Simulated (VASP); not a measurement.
**InSb: single point with PBE+D3(BJ)**

Crystal: InSb.

```
In Sb
1.0
     5.65289    0.00000    0.00000
     0.00000    5.65453    0.00000
     0.00000    0.00000    3.42450
In Sb
2 2
Cartesian
  0.0000 0.0000 0.0018
  2.8264 2.8273 -0.0018
  2.8264 0.0000 2.2754
  0.0000 2.8273 1.1491
```

This cell differs from its parent crystal: volume scaled by 1.02.

```json
{
  "Program": "VASP 6.6.1",
  "Task": "single point",
  "Functional": "PBE",
  "Dispersion": "D3(BJ)",
  "Potentials or basis": "VASP PAW PBE potentials, release 64 (In_d, Sb)",
  "Cutoff": "520 eV",
  "k mesh": "4 × 4 × 8",
  "Occupations": "gaussian, width 0.05 eV",
  "Spin": "no spin polarisation"
}
```

```yaml
Pressure: -1.2 GPa
Largest_force: 0.003 eV/Å
Band_gap_on_the_k_mesh: zero (band 18 reaches 9.50 eV, above the bottom of band 19 at 6.15 eV)
Dispersion_energy_per_atom: -0.416 eV
```

Forces in eV/Å, atoms in the order of the input:
```
In   0.000  0.000 -0.001
In   0.000  0.000  0.001
Sb   0.000  0.000 -0.003
Sb   0.000  0.000  0.003
```

Levels at points of the mesh, in eV from the Fermi level:
```tsv
k point	band 16	band 17	band 18	band 19	band 20	band 21
(0.00, 0.00, 0.00)	-2.55	-1.62	-1.62	2.38	2.48	3.54
(0.50, 0.00, 0.00)	-3.48	0.73	0.73	2.41	2.41	4.36
(0.00, 0.50, 0.00)	-3.48	0.73	0.73	2.41	2.41	4.36
(0.50, 0.50, 0.00)	0.06	1.96	1.96	2.58	2.58	2.60
(0.00, 0.00, 0.50)	-1.70	-1.70	-1.40	-1.40	-0.66	1.25
(0.50, 0.00, 0.50)	-1.87	-1.52	-1.52	-1.26	-1.26	1.79
(0.00, 0.50, 0.50)	-1.86	-1.51	-1.51	-1.26	-1.26	1.78
(0.50, 0.50, 0.50)	-4.16	-3.57	-3.57	2.53	2.53	4.12
```

It took 59 s on 1 thread of Intel(R) Xeon(R) 6975P-C (Granite Rapids), with other jobs on the host, peak memory 0.28 GiB.

Caveat: three body term missing; spin-orbit coupling is left out, which moves the levels of the heavy elements; pairwise dispersion overbinds metals, which lowers pressure and volume.
